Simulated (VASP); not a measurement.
**Sr: single point with PBEsol**

Sr:

```
Sr
1.0
     0.00000    3.04235    3.04235
     3.04235    0.00000    3.04235
     3.04235    3.04235    0.00000
Sr
1
Direct
  0.00000 0.00000 0.00000
```

| Quantity | Value |
| --- | --- |
| Program | VASP 6.6.1 |
| Task | single point |
| Functional | PBEsol |
| Potentials or basis | VASP PAW PBE potentials, release 64 (Sr_sv) |
| Cutoff | 520 eV |
| k mesh | 6 × 6 × 6 |
| Occupations | fermi-dirac, width 0.05 eV |
| Spin | no spin polarisation |
| Dipole correction | no |
| Further INCAR settings | ALGO = Normal; EDIFF = 1e-06; NBANDS = 11 |

| Property | Result |
| --- | --- |
| Pressure | -0.8 GPa |
| Band gap on the k mesh | 0.05 eV, direct |

Levels at points of the mesh, in eV from the valence-band top:
| k point | band 3 | band 4 | band 5 | band 6 | band 7 | band 8 |
| --- | --- | --- | --- | --- | --- | --- |
| (0.00, 0.00, 0.00) | -18.45 | -18.45 | -3.59 | 2.34 | 2.34 | 2.34 |
| (0.50, 0.00, 0.00) | -18.48 | -18.48 | -1.10 | 0.07 | 2.19 | 2.19 |
| (0.50, 0.50, 0.00) | -18.52 | -18.52 | -0.59 | 0.39 | 1.03 | 4.81 |

It took 6.7 s on 1 thread of Intel(R) Xeon(R) Platinum 8259CL CPU @ 2.50GHz (Skylake/Cascade Lake), on a shared host, peak memory 0.17 GiB.

Caveat: the PAW data sets were made with another functional, which shifts forces and pressure a little. A k mesh can miss the band edges.
